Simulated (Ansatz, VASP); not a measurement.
# MnSb: VASP beside Ansatz

Contents of INCAR:

```
SYSTEM = MnSb
  ALGO = Normal
  EDIFF = 1E-6
  ENCUT = 500
  GGA = PS
  GGA_COMPAT = .False.
  ISIF = 2
  ISMEAR = 0
  ISPIN = 2
  LASPH = .True.
  LCHARG = .True.
  LELF = .True.
  LMAXMIX = 4
  LORBIT = 11
  LREAL = .False.
  LVHAR = .True.
  LWAVE = .False.
  MAGMOM = 2.24 0
  NBANDS = 20
  NELM = 200
  PREC = Accurate
  SIGMA = 0.05
```

KPOINTS

```
k-points
0
Gamma
  10 10 10
  0 0 0
```

POSCAR

```
MnSb
1.0
    0.0000000000      2.7525332030      2.7525332030
    2.7525332030      0.0000000000      2.7525332030
    2.7525332030      2.7525332030      0.0000000000
Mn Sb
1 1
Direct
    0.0000000000      0.0000000000      0.0000000000
    0.2500000000      0.2500000000      0.2500000000
```

Input for Ansatz:

```yaml
crystal:
  lattice:
    - [0.0, 2.752533203, 2.752533203]
    - [2.752533203, 0.0, 2.752533203]
    - [2.752533203, 2.752533203, 0.0]
  atoms:
    - { symbol: Mn, position: [0.0, 0.0, 0.0], spin: 2.24 }
    - { symbol: Sb, position: [0.25, 0.25, 0.25] }
basis:
  ecutwfc: 420
  ecutrho_ratio: 4
kpoints:
  mp_grid: { grid: [10, 10, 10] }
hamiltonian:
  xc: pbesol
scf:
  occupations: { method: gaussian, width: 0.05 }
output:
  forces: true
  stress: true
  eigenvalues: true
  populations: true
magnetization:
  spin_polarized: true
```

Alike in both runs: task single point; functional PBEsol; k mesh 10 × 10 × 10; occupations gaussian, width 0.05 eV; collinear spin.

|  | VASP | Ansatz |
| --- | --- | --- |
| version | VASP 6.6.1 | Ansatz 0.2.0 |
| potentials or method | VASP PAW PBE potentials, release 64 (Mn_pv, Sb), cutoff 500 eV | scalar-relativistic, plane waves, PAW |
| valence electrons in the cell | 18 | 30 |

```csv
,VASP,Ansatz,Ansatz less VASP
gap on the k mesh at the Fermi level (eV),none,none,-
pressure (GPa),21.0,21.3,+0.36
net moment per atom (μB),1.44,1.45,+0.008
size of the moment on the site where the two differ most (μB),2.86,2.73,-0.131
```

VASP's potentials were made for PBE, not for PBEsol. Site moments also hang on the region over which each program counts them. A gap of «none» marks a metal or a gap that the smearing closes. VASP's potentials hold 18 valence electrons a cell and Ansatz's 30, so a difference there can come from the potentials and not from the codes.

Spin-orbit coupling is off throughout.
